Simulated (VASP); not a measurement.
Input of a VASP 6.6.1 run:

Contents of INCAR:

```
SYSTEM = InAs
ALGO     = Normal         ! electronic algorithm
EDIFF    = 1E-6           ! SCF threshold, eV
ENCUT    = 520            ! plane-wave cutoff, eV
GGA      = PE             ! functional
ISIF     = 2              ! what is computed and relaxed
ISMEAR   = 0              ! smearing method
LASPH    = .True.         ! aspherical terms in the spheres
LCHARG   = .True.         ! write CHGCAR
LELF     = .True.         ! ELF
LREAL    = .False.        ! projectors in reciprocal space
LVHAR    = .True.       
LWAVE    = .False.        ! write WAVECAR
NBANDS   = 16             ! bands
NELM     = 80             ! most SCF steps
PREC     = Accurate       ! precision mode
SIGMA    = 0.15           ! smearing width, eV
```

Contents of KPOINTS:

```
k-points
0
Gamma
  18 18 18
  0 0 0
```

File POSCAR:

```
InAs
1.0
    0.0000000000      2.7315175793      2.9471637040
    2.7315175793      0.0000000000      2.9471637040
    2.7315175793      2.7315175793      0.0000000000
In As
1 1
Direct
    0.5000000000      0.5000000000      0.5000000000
    0.0000000000      0.0000000000      0.0000000000
```

Potentials or basis: VASP PAW PBE potentials, release 64 (In_d, As).

Command:

```console
$ cat potpaw_PBE.64/In_d/POTCAR potpaw_PBE.64/As/POTCAR > POTCAR
$ mpirun -np 1 vasp_std > vasp.out
```

What does it give for the pressure?

6.8 GPa.

Predict the band gap on the k mesh.

zero (band 9 reaches 7.39 eV, above the bottom of band 10 at 4.57 eV).

Stress tensor (GPa, compression positive):
```
9.86 0.00 0.00
0.00 9.86 0.00
0.00 0.00 0.63
```

Caveat: the cell differs from its parent crystal (strain -0.050 along x and y, +0.025 along z); spin-orbit coupling is left out, which moves the levels of the heavy elements.
